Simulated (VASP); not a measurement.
# Si (Fd-3m) in VASP: single point with HSE06

Aim: the single point of Si with HSE06.

Everything below comes from runs of VASP 6.6.1. Logs are shortened: lines on timing, memory, paths and dates and some standing lists are left out, and cuts for length are marked.

### Step 1. The cell of the first run

Symmetry: Fd-3m, No. 227, cubic system. The conventional cell has a = 5.434 Å, b = 5.434 Å, c = 5.434 Å, α = 90.00°, β = 90.00°, γ = 90.00°. Si (site symmetry -43m) has 4 Si at 2.35 Å within 3.1 Å.

### Step 2. Single point, HSE06

POSCAR reads:

```
Si
1.0
    0.0000000000      2.7169171026      2.7169171026
    2.7169171026      0.0000000000      2.7169171026
    2.7169171026      2.7169171026      0.0000000000
Si
2
Direct
    0.7500000000      0.7500000000      0.7500000000
    0.5000000000      0.5000000000      0.5000000000
```

INCAR.step1 reads:

```
SYSTEM = Si
  ALGO = Normal
  EDIFF = 1E-5
  ENCUT = 520
  GGA = PE
  ISIF = 2
  ISMEAR = 0
  LASPH = .TRUE.
  LCHARG = .FALSE.
  LREAL = .FALSE.
  LWAVE = .TRUE.
  NBANDS = 11
  NELM = 100
  PREC = Accurate
  SIGMA = 0.01
```

INCAR.step2 reads:

```
SYSTEM = Si
  ALGO = Normal
  EDIFF = 1E-6
  ENCUT = 520
  GGA = PE
  HFSCREEN = 0.2079
  ISIF = 2
  ISMEAR = 0
  ISTART = 1
  LASPH = .TRUE.
  LCHARG = .FALSE.
  LHFCALC = .TRUE.
  LREAL = .FALSE.
  LWAVE = .FALSE.
  NBANDS = 11
  NELM = 100
  PREC = Accurate
  PRECFOCK = Normal
  SIGMA = 0.01
```

KPOINTS reads:

```
k-points
0
G
  8 8 8
  0 0 0
```

Potentials or basis: VASP PAW PBE potentials, release 64 (Si).

The run is started by

```bash
$ cat potpaw_PBE.64/Si/POTCAR > POTCAR
$ cp INCAR.step1 INCAR
$ mpirun -np 1 vasp_std > vasp.out
$ cp INCAR.step2 INCAR
$ mpirun -np 1 vasp_std > vasp.out
```

OUTCAR:

```text
SYSTEM = Si
   EDIFF = 1E-6
   ENCUT = 520
   GGA = PE
   HFSCREEN = 0.2079
   ISIF = 2
   ISMEAR = 0
   ISTART = 1
   LASPH = .TRUE.
   LHFCALC = .TRUE.
   LREAL = .FALSE.
   NELM = 100
   PREC = Accurate
   PRECFOCK = Normal

 ion  position               nearest neighbor table
   1  0.750  0.750  0.750-   2 2.35   2 2.35   2 2.35   2 2.35
   2  0.500  0.500  0.500-   1 2.35   1 2.35   1 2.35   1 2.35

  LATTYP: Found a face centered cubic cell.
 ALAT       =     5.4338342052

  Lattice vectors:

 A1 = (   0.0000000000,   2.7169171026,   2.7169171026)
 A2 = (   2.7169171026,   0.0000000000,   2.7169171026)
 A3 = (   2.7169171026,   2.7169171026,   0.0000000000)

Analysis of symmetry for initial positions (statically):
=====================================================================
 Subroutine PRICEL returns:
 Original cell was already a primitive cell.

 Routine SETGRP: Setting up the symmetry group for a
 face centered cubic supercell.

 Subroutine GETGRP returns: Found 48 space group operations
 (whereof 24 operations were pure point group operations)
 out of a pool of 48 trial point group operations.

The static configuration has the point symmetry T_d .
 The point group associated with its full space group is O_h .

Analysis of symmetry for dynamics (positions and initial velocities):
=====================================================================
 Subroutine PRICEL returns:
 Original cell was already a primitive cell.

 Routine SETGRP: Setting up the symmetry group for a
 face centered cubic supercell.

 Subroutine GETGRP returns: Found 48 space group operations
 (whereof 24 operations were pure point group operations)
 out of a pool of 48 trial point group operations.

The dynamic configuration has the point symmetry T_d .
 The point group associated with its full space group is O_h .

 Subroutine INISYM returns: Found 48 space group operations
 (whereof 24 operations are pure point group operations),
 and found     1 'primitive' translations

----------------------------------------------------------------------------------------

                                     Primitive cell

  volume of cell :      40.1106

  direct lattice vectors                    reciprocal lattice vectors
     0.000000000  2.716917103  2.716917103    -0.184032115  0.184032115  0.184032115
     2.716917103  0.000000000  2.716917103     0.184032115 -0.184032115  0.184032115
[... 101 lines left out ...]
   EFERMI_NEDOS =   21; number of points for ismear=-14 and -15
   IALGO  =     38    algorithm
   IMIX   =      1    mixing-type and parameters
     AMIX     =   0.40;   BMIX     =  1.00
     AMIX_MAG =   1.60;   BMIX_MAG =  1.00
  volume/ion in A,a.u.               =      20.06       135.34
  Fermi-wavevector in a.u.,A,eV,Ry     =   0.956500  1.807523 12.447872  0.914893
  Thomas-Fermi vector in A             =   2.085434
   LORBIT       =      0    0 simple, 1 ext, 2 COOP (PROOUT), +10 PAW based schemes
   GGA     = PE    functional components
   LHFCALC =     T    Hartree Fock is set to
   PRECFOCK=normal    Normal, Fast or Accurate (Low or Medium for compatibility)
   ENCUT4O =  -1.0   cutoff for four orbital integrals eV
   NKREDX  =     1    reduce k-point grid by
   NKREDY  =     1    reduce k-point grid by
   NKREDZ  =     1    reduce k-point grid by
   AEXX    =    0.2500 exact exchange contribution
   HFSCREEN=    0.2079 screening length (either q_TF or 0.3 A-1)
   HFSCREENC=   0.2079 screening length for correlation (either q_TF or 0.3 A-1)
   ENCUTFOCK=  -1.0 apply spherical cutoff to Coloumb kernel
   IVDW    =     0    specifies the selected vdW correction
   LEPSILON=     F    determine dielectric tensor
   LRPA    =     F    only Hartree local field effects (RPA)
 non-spin polarized calculation
 Gauss-broadening in eV      SIGMA  =   0.01
  energy-cutoff  :      520.00
  volume of cell :       40.11
 maximum number of plane-waves:      1106
 NGX is ok and might be reduce to    30
  NGX = 24; NGY = 24; NGZ = 24

 number of electron       8.0000000 magnetization

 Free energy of the ion-electron system (eV)
  ---------------------------------------------------
  ext. energy  EPLUGINS =         0.00000000
  ---------------------------------------------------
  free energy    TOTEN  =       -12.54969246 eV

  energy without entropy =      -12.54969246  energy(sigma->0) =      -12.54969246

 E-fermi :   5.5844     XC(G=0):  -7.8451

 val. band max:        5.4570539555   @ k =   0.0000   0.0000   0.0000
 cond. band min:       6.6439713309   @ k =   0.3750   0.3750   0.0000
 fundamental gap:      1.1869173755
 Fermi energy:         5.5844347244

 k-point     1 :       0.0000    0.0000    0.0000
  band No.  band energies     occupation
      1      -7.8222      2.00000
      2       5.4571      2.00000
      3       5.4571      2.00000
      4       5.4571      2.00000
      5       8.7783      0.00000
      6       8.7783      0.00000
      7       8.7783      0.00000
      8       9.7509      0.00000
      9      14.2392      0.00000
     10      14.2392      0.00000
     11      14.2413      0.00000
[... 309 lines left out ...]
 k-point    24 :      -0.3750    0.2500    0.1250
  band No.  band energies     occupation
      1      -4.6327      2.00000
      2      -2.0464      2.00000
      3       1.7173      2.00000
      4       3.1222      2.00000
      5       9.3025      0.00000
      6       9.3121      0.00000
      7      12.3512      0.00000
      8      13.5929      0.00000
      9      13.9547      0.00000
     10      17.1999      0.00000
     11      18.4267      0.00000

 [... further k-points ...]

------------------------ aborting loop because EDIFF is reached ----------------------------------------

  FORCE on cell =-STRESS in cart. coord.  units (eV):
  Direction    XX          YY          ZZ          XY          YZ          ZX
  --------------------------------------------------------------------------------------
  -------------------------------------------------------------------------------------
  Total       -0.0070805     -0.0070805     -0.0070805      0.0000000      0.0000000     -0.0000000
  in kB       -0.2828249     -0.2828249     -0.2828249      0.0000000      0.0000000     -0.0000000
  external PRESSURE =      -0.2828249 kB  Pullay stress =       0.0000000 kB

 VOLUME and BASIS-vectors are now :
 -----------------------------------------------------------------------------
  energy-cutoff  :      520.00
  volume of cell :       40.11
      direct lattice vectors                 reciprocal lattice vectors
     0.000000000  2.716917103  2.716917103    -0.184032115  0.184032115  0.184032115
     2.716917103  0.000000000  2.716917103     0.184032115 -0.184032115  0.184032115
     2.716917103  2.716917103  0.000000000     0.184032115  0.184032115 -0.184032115

 POSITION                                       TOTAL-FORCE (eV/Angst)
 -----------------------------------------------------------------------------------
      4.07538      4.07538      4.07538         0.000000      0.000000      0.000000
      2.71692      2.71692      2.71692        -0.000000     -0.000000     -0.000000
 -----------------------------------------------------------------------------------
    total drift:                               -0.000000     -0.000000     -0.000000

  FREE ENERGIE OF THE ION-ELECTRON SYSTEM (eV)
  ---------------------------------------------------
  free  energy   TOTEN  =       -12.5496924636 eV

  energy  without entropy=      -12.5496924636  energy(sigma->0) =      -12.54969246
```

OUTCAR.step1:

```text
SYSTEM = Si
   EDIFF = 1E-5
   ENCUT = 520
   GGA = PE
   ISIF = 2
   ISMEAR = 0
[... 561 lines left out ...]
      4.07538      4.07538      4.07538        -0.000000     -0.000000     -0.000000
      2.71692      2.71692      2.71692         0.000000      0.000000      0.000000
 -----------------------------------------------------------------------------------
    total drift:                               -0.000000     -0.000000     -0.000000

  FREE ENERGIE OF THE ION-ELECTRON SYSTEM (eV)
  ---------------------------------------------------
  free  energy   TOTEN  =       -10.8417954935 eV

  energy  without entropy=      -10.8417954935  energy(sigma->0) =      -10.84179549
```

OSZICAR.step1:

```text
N       E                     dE             d eps       ncg     rms          rms(c)
DAV:   1     0.816598167237E+01    0.81660E+01   -0.32717E+03   638   0.581E+02
DAV:   2    -0.104342849242E+02   -0.18600E+02   -0.17825E+02   886   0.868E+01
DAV:   3    -0.110169951257E+02   -0.58271E+00   -0.58180E+00   817   0.132E+01
DAV:   4    -0.110216078735E+02   -0.46127E-02   -0.46118E-02   767   0.152E+00
DAV:   5    -0.110216546843E+02   -0.46811E-04   -0.46810E-04   829   0.143E-01    0.487E+00
DAV:   6    -0.108971730967E+02    0.12448E+00   -0.71090E-02   713   0.109E+00    0.297E+00
DAV:   7    -0.108402942062E+02    0.56879E-01   -0.13688E-01   716   0.163E+00    0.183E-01
DAV:   8    -0.108415640355E+02   -0.12698E-02   -0.59788E-03   731   0.418E-01    0.809E-02
DAV:   9    -0.108417698548E+02   -0.20582E-03   -0.19659E-04   804   0.859E-02    0.595E-02
DAV:  10    -0.108417949387E+02   -0.25084E-04   -0.21568E-05   738   0.268E-02    0.567E-03
DAV:  11    -0.108417954935E+02   -0.55475E-06   -0.19801E-06   479   0.744E-03
   1 F= -.10841795E+02 E0= -.10841795E+02  d E =-.246260E-16
```

It took 30 min on 1 thread of Intel Xeon Platinum 8375C at 2.90GHz (Ice Lake), shared host; peak memory 0.3 GiB.

What came out:

- Free energy: -12.5497 eV
- Pressure: 0.0 GPa
- Band gap on the k mesh: 1.19 eV (least direct gap 3.32 eV)

Levels at points of the mesh, in eV from the valence-band top:
```
           k point  band 1  band 2  band 3  band 4  band 5  band 6  band 7  band 8  band 9
(0.00, 0.00, 0.00)  -13.28    0.00    0.00    0.00    3.32    3.32    3.32    4.29    8.78
(0.50, 0.00, 0.00)  -10.69   -7.71   -1.31   -1.31    2.23    4.14    4.14    8.61   11.79
(0.50, 0.50, 0.00)   -8.67   -8.67   -3.13   -3.13    1.29    1.29   11.47   11.47   12.22
```

Caveat: the PAW data sets were made with another functional, which shifts forces and pressure a little. A k mesh can miss the band edges.
